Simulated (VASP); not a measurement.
A run of VASP 6.6.1:

File INCAR:

```
PREC = Accurate ; ENCUT = 520
EDIFF = 1E-8 ; ISMEAR = -1
SIGMA = 0.05 ; LREAL = F
LASPH = T ; NELM = 100
ALGO = Normal ; ISIF = 2
LWAVE = F ; LCHARG = F
LEFG = T ; NBANDS = 11
```

File KPOINTS:

```
regular mesh
0
Gamma
  18 18 18
```

POSCAR

```
Pd
1.0
    0.0000000000      1.9449000000      1.9254510000
    1.9449000000      0.0000000000      1.9254510000
    1.9449000000      1.9449000000      0.0000000000
Pd
1
Direct
    0.0000000000      0.0000000000      0.0000000000
```

Potentials or basis: VASP PAW LDA potentials, release 64 (Pd).

The run is started by

```console
$ cat potpaw_LDA.64/Pd/POTCAR > POTCAR
$ mpirun -np 1 vasp_std > vasp.out
```

Hardware: 1 thread of Intel(R) Xeon(R) Platinum 8488C (Sapphire Rapids), with other jobs on the host.

**Question.** Estimate the wall time of this run.

**Answer.** Wall time 57 s on 1 thread of Intel(R) Xeon(R) Platinum 8488C (Sapphire Rapids), with other jobs on the host, peak memory 0.18 GiB. Counts: scf iterations 12, k points 480.
